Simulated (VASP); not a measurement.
# Zn (Im-3m) in VASP: notebook, part 2 of 2

VASP 6.6.1.

### 3 Relaxation of cell and atoms, PBE, target pressure 280 GPa, at which the enthalpy is minimised

This run uses another cell than the first one, of 7.60 Å³/atom, 1.007 times its volume.

The input, INCAR:

```
SYSTEM = Zn
  ALGO = Normal
  EDIFF = 1E-6
  EDIFFG = -0.005
  ENCUT = 600
  GGA = PE
  IBRION = 2
  ISIF = 3
  ISMEAR = -1
  LASPH = .True.
  LCHARG = .False.
  LREAL = .False.
  LWAVE = .False.
  NELM = 80
  NSW = 32
  PREC = Accurate
  PSTRESS = 2800.0
  SIGMA = 0.1
```

The input, KPOINTS:

```
k-points
0
Gamma
  22 22 22
  0 0 0
```

The input, POSCAR:

```
Zn
1.0
   -1.2388288005      1.2388288005      1.2388288005
    1.2388288005     -1.2388288005      1.2388288005
    1.2388288005      1.2388288005     -1.2388288005
Zn
1
Direct
    0.0000000000      0.0000000000      0.0000000000
```

Potentials or basis: VASP PAW PBE potentials, release 64 (Zn).

The run is started by

```
cat potpaw_PBE.64/Zn/POTCAR > POTCAR
mpirun -np 1 vasp_std > vasp.out
```

OUTCAR:

```text
SYSTEM = Zn
   EDIFF = 1E-6
   EDIFFG = -0.005
   ENCUT = 600
   GGA = PE
   IBRION = 2
   ISIF = 3
   ISMEAR = -1
   LASPH = .True.
   LREAL = .False.
   NELM = 80
   NSW = 32
   PREC = Accurate
   PSTRESS = 2800.0

 ion  position               nearest neighbor table
   1  0.000  0.000  0.000-

  LATTYP: Found a body centered cubic cell.
 ALAT       =     2.4776576010

  Lattice vectors:

 A1 = (  -1.2388288005,   1.2388288005,   1.2388288005)
 A2 = (   1.2388288005,  -1.2388288005,   1.2388288005)
 A3 = (   1.2388288005,   1.2388288005,  -1.2388288005)

Analysis of symmetry for initial positions (statically):
=====================================================================
 Subroutine PRICEL returns:
 Original cell was already a primitive cell.

 Routine SETGRP: Setting up the symmetry group for a
 body centered cubic supercell.

 Subroutine GETGRP returns: Found 48 space group operations
 (whereof 48 operations were pure point group operations)
 out of a pool of 48 trial point group operations.

The static configuration has the point symmetry O_h .

Analysis of symmetry for dynamics (positions and initial velocities):
=====================================================================
 Subroutine PRICEL returns:
 Original cell was already a primitive cell.

 Routine SETGRP: Setting up the symmetry group for a
 body centered cubic supercell.

 Subroutine GETGRP returns: Found 48 space group operations
 (whereof 48 operations were pure point group operations)
 out of a pool of 48 trial point group operations.

The dynamic configuration has the point symmetry O_h .

 Subroutine INISYM returns: Found 48 space group operations
 (whereof 48 operations are pure point group operations),
 and found     1 'primitive' translations

----------------------------------------------------------------------------------------

                                     Primitive cell

  volume of cell :       7.6049

  direct lattice vectors                    reciprocal lattice vectors
    -1.238828801  1.238828801  1.238828801     0.000000000  0.403607020  0.403607020
     1.238828801 -1.238828801  1.238828801     0.403607020  0.000000000  0.403607020
     1.238828801  1.238828801 -1.238828801     0.403607020  0.403607020  0.000000000

  length of vectors
     2.145714424  2.145714424  2.145714424     0.570786521  0.570786521  0.570786521

  position of ions in fractional coordinates (direct lattice)
     0.000000000  0.000000000  0.000000000

  ion indices of the primitive-cell ions
   primitive index   ion index
                 1           1

----------------------------------------------------------------------------------------

 KPOINTS: k-points

Automatic generation of k-mesh.
 Grid dimensions read from file:
 generate k-points for:   22   22   22

 Generating k-lattice:

  Cartesian coordinates                     Fractional coordinates (reciprocal lattice)
     0.000000000  0.018345774  0.018345774     0.045454545  0.000000000  0.000000000
     0.018345774  0.000000000  0.018345774     0.000000000  0.045454545  0.000000000
     0.018345774  0.018345774  0.000000000     0.000000000  0.000000000  0.045454545

  Length of vectors
     0.025944842  0.025944842  0.025944842
[... 41 lines left out ...]
   ions per type =               1
   NGX,Y,Z   is equivalent  to a cutoff of  13.95, 13.95, 13.95 a.u.
   NGXF,Y,Z  is equivalent  to a cutoff of  27.89, 27.89, 27.89 a.u.
 SYSTEM =  Zn
   PREC   = accura    normal or accurate (medium, high low for compatibility)
   ISTART =      0    job   : 0-new  1-cont  2-samecut
   ICHARG =      2    charge: 1-file 2-atom 10-const
   ISPIN  =      1    spin polarized calculation?
   LNONCOLLINEAR =      F non collinear calculations
   LSORBIT =      F    spin-orbit coupling
   LASPH  =      T    aspherical Exc in radial PAW
   ENCUT  =  600.0 eV  44.10 Ry    6.64 a.u.   4.29  4.29  4.29*2*pi/ulx,y,z
   NELM   =     80;   NELMIN=  2; NELMDL= -5     # of ELM steps
   EDIFF  = 0.1E-05   stopping-criterion for ELM
   LREAL  =      F    real-space projection
   EDIFFG = -.5E-02   stopping-criterion for IOM
   NSW    =     32    number of steps for IOM
   IBRION =      2    ionic relax: 0-MD 1-quasi-New 2-CG
   NFREE  =      1    steps in history (QN), initial steepest desc. (CG)
   ISIF   =      3    stress and relaxation
   ISYM   =      2    0-nonsym 1-usesym 2-fastsym
   POTIM  = 0.5000    time-step for ionic-motion
   TEBEG  =    0.0;   TEEND  =   0.0 temperature during run
   PSTRESS= 2800.0 pullay stress
   NELECT =      12.0000    total number of electrons
   NUPDOWN=      -1.0000    fix difference up-down
   EMIN   =  10.00;   EMAX   =-10.00  energy-range for DOS
   EFERMI =   0.00;   METHOD = LEGACY
   ISMEAR =    -1;   SIGMA  =   0.10  broadening in eV -4-tet -1-fermi 0-gaus
   EFERMI_NEDOS =   21; number of points for ismear=-14 and -15
   IALGO  =     38    algorithm
   IMIX   =      4    mixing-type and parameters
     AMIX     =   0.40;   BMIX     =  1.00
     AMIX_MAG =   1.60;   BMIX_MAG =  1.00
  volume/ion in A,a.u.               =       7.60        51.32
  Fermi-wavevector in a.u.,A,eV,Ry     =   1.905917  3.601661 49.423423  3.632519
  Thomas-Fermi vector in A             =   2.943784
   LORBIT       =      0    0 simple, 1 ext, 2 COOP (PROOUT), +10 PAW based schemes
   GGA     = PE    functional components
   LHFCALC =     F    Hartree Fock is set to
   AEXX    =    0.0000 exact exchange contribution
   IVDW    =     0    specifies the selected vdW correction
   LEPSILON=     F    determine dielectric tensor
   LRPA    =     F    only Hartree local field effects (RPA)
 conjugate gradient relaxation of ions
 non-spin polarized calculation
  energy-cutoff  :      600.00
  volume of cell :        7.60
 maximum number of plane-waves:       261
 NGX is ok and might be reduce to    18
   NGX =  9   NGY =  9   NGZ =  9

--------------------------------------- Ionic step        1  -------------------------------------------

 number of electron      11.9999992 magnetization

 Free energy of the ion-electron system (eV)
  ---------------------------------------------------
  ext. energy  EPLUGINS =         0.00000000
  ---------------------------------------------------
  free energy    TOTEN  =         2.41349403 eV

  energy without entropy =        2.42136209  energy(sigma->0) =        2.41742806

------------------------ aborting loop because EDIFF is reached ----------------------------------------

  FORCE on cell =-STRESS in cart. coord.  units (eV):
  Direction    XX          YY          ZZ          XY          YZ          ZX
  --------------------------------------------------------------------------------------
  -------------------------------------------------------------------------------------
  Total       13.5654814     13.5654814     13.5654814      0.0000000     -0.0000000     -0.0000000
  in kB     2857.9322025   2857.9322025   2857.9322025      0.0000000     -0.0000000     -0.0000000
  external PRESSURE =      57.9322025 kB  Pullay stress =    2800.0000000 kB
[... 61 lines left out ...]
--------------------------------------- Ionic step        3  -------------------------------------------

 number of electron      11.9999995 magnetization

 Free energy of the ion-electron system (eV)
  ---------------------------------------------------
  ext. energy  EPLUGINS =         0.00000000
  ---------------------------------------------------
  free energy    TOTEN  =         2.34191795 eV

  energy without entropy =        2.34982501  energy(sigma->0) =        2.34587148

 E-fermi :  11.9079     XC(G=0): -15.7064

 val. band max:       11.8948861630   @ k =  -0.4545   0.5000   0.0455
 cond. band min:      11.9426992345   @ k =  -0.4545  -0.4545   0.0909
 fundamental gap:      0.0478130715
 Fermi energy:        11.9078942799

 k-point     1 :       0.0000    0.0000    0.0000
  band No.  band energies     occupation
      1      -7.4287      2.00000
      2      -0.7628      2.00000
      3      -0.7628      2.00000
      4      -0.7628      2.00000
      5       0.8336      2.00000
      6       0.8336      2.00000
      7      37.8280      0.00000
      8      37.8280      0.00000
      9      37.8280      0.00000
     10      43.3132      0.00000
[... 287 lines left out ...]
 k-point    24 :       0.1364    0.0909    0.0000
  band No.  band energies     occupation
      1      -5.5023      2.00000
      2      -1.0768      2.00000
      3      -0.9356      2.00000
      4       0.1719      2.00000
      5       0.5474      2.00000
      6       0.9163      2.00000
      7      28.1016      0.00000
      8      30.5046      0.00000
      9      35.2411      0.00000
     10      37.5668      0.00000

 [... further k-points ...]

------------------------ aborting loop because EDIFF is reached ----------------------------------------

  FORCE on cell =-STRESS in cart. coord.  units (eV):
  Direction    XX          YY          ZZ          XY          YZ          ZX
  --------------------------------------------------------------------------------------
  -------------------------------------------------------------------------------------
  Total       13.3639687     13.3639687     13.3639687     -0.0000000      0.0000000      0.0000000
  in kB     2800.5498344   2800.5498344   2800.5498344     -0.0000000      0.0000000      0.0000000
  external PRESSURE =       0.5498344 kB  Pullay stress =    2800.0000000 kB
[... 20 lines left out ...]
  energy  without entropy=        2.3498250068  energy(sigma->0) =        2.34587148

  enthalpy is  TOTEN    =        15.7032628825 eV   P V=       13.3613449327

 reached required accuracy - stopping structural energy minimisation
```

Run time: 37 s. Hardware: 1 thread of Intel Xeon 6975P-C (Granite Rapids), shared host; peak memory 0.15 GiB.

Results:

| Quantity | Value |
| --- | --- |
| Free energy | 2.3419 eV |
| Relaxed volume | 7.65 Å³/atom |
| Relaxed cell | a = 2.150 Å, b = 2.150 Å, c = 2.150 Å, α = 109.47°, β = 109.47°, γ = 109.47° |
| Space group after relaxing (to 0.05 Å) | Im-3m (No. 229) |
| Energy change on relaxing (the enthalpy is what falls) | -71.6 meV/atom |
| Ionic steps | 3 |
| Pressure after relaxing | 280.1 GPa |
| Band gap on the k mesh | zero (band 6 reaches 16.25 eV, above the bottom of band 7 at 11.31 eV) |

Step by step:
| step | energy change (eV) | largest force (eV/Å) | pressure (GPa) | volume (Å³) |
| --- | --- | --- | --- | --- |
| 1 | 0.0000 | 0.0000 | 285.79 | 7.60 |
| 2 | -0.5063 | 0.0000 | 244.36 | 7.91 |
| 3 | -0.0716 | 0.0000 | 280.05 | 7.65 |

Final structure:
```cif
data_structure
_symmetry_space_group_name_H-M 'P 1'
_symmetry_Int_Tables_number 1
_cell_length_a 2.1495
_cell_length_b 2.1495
_cell_length_c 2.1495
_cell_angle_alpha 109.471
_cell_angle_beta 109.471
_cell_angle_gamma 109.471
_cell_volume 7.65
loop_
_atom_site_label
_atom_site_type_symbol
_atom_site_fract_x
_atom_site_fract_y
_atom_site_fract_z
_atom_site_occupancy
Zn1 Zn 0.00000 0.00000 0.00000 1
```

Caveat: the cell is relaxed towards a set pressure, so the enthalpy falls and the energy may rise.

### 4 Single point, PBE

This run uses another cell than the first one, of 7.60 Å³/atom, 1.007 times its volume.

The input, INCAR:

```
  PREC = Accurate
  ENCUT = 520
  EDIFF = 1E-7
  ISMEAR = -1
  SIGMA = 0.1
  LREAL = F
  LASPH = T
  NELM = 80
  ALGO = Normal
  ISIF = 2
  LWAVE = F
  LCHARG = F
  GGA = PE
  NBANDS = 12
```

The input, KPOINTS:

```
regular mesh
0
Gamma
  22 22 22
```

POSCAR is that of step 3.

The run is started by

```
cat potpaw_PBE.64/Zn/POTCAR > POTCAR
mpirun -np 1 vasp_std > vasp.out
```

Run time: 13 s. Hardware: 1 thread of Intel Xeon 6975P-C, shared host; peak memory 0.14 GiB.

Results (log left out):

| Quantity | Value |
| --- | --- |
| Free energy | 2.4135 eV |
| Pressure | 286.0 GPa |
| Band gap on the k mesh | zero (band 6 reaches 16.35 eV, above the bottom of band 7 at 11.40 eV) |

Levels at points of the mesh, in eV from the Fermi level:
```csv
k point,band 3,band 4,band 5,band 6,band 7,band 8,band 9,band 10
"(0.00, 0.00, 0.00)",-12.73,-12.73,-11.12,-11.12,25.95,25.95,25.95,31.48
"(0.50, 0.00, 0.00)",-11.16,-10.95,-9.96,-7.97,-0.29,16.31,17.72,21.61
"(0.50, 0.50, 0.50)",-10.23,-10.23,-10.23,4.34,4.34,4.34,10.80,10.80
```

### 5 Summary

```csv
task,cell,cutoff (eV),gap on the mesh (eV),pressure (GPa)
relaxation of cell and atoms,"relaxed to 280 GPa from a = 2.141 Å, angles 109.5°, 1 atom",600,none,280.1
relaxation of cell and atoms,"relaxed to 280 GPa from a = 2.146 Å, angles 109.5°, 1 atom",600,none,280.1
single point,"a = 2.146 Å, angles 109.5°, 1 atom",520,none,286.0
```

Alike in all rows: level PBE; potentials or basis VASP PAW PBE potentials, release 64 (Zn); no spin polarisation; k mesh 22 × 22 × 22; smearing fermi-dirac 0.1 eV.

Caveats: the cell is relaxed towards a set pressure, so the enthalpy falls and the energy may rise (some runs).

Absolute energies hang on the potentials; compare differences alone.
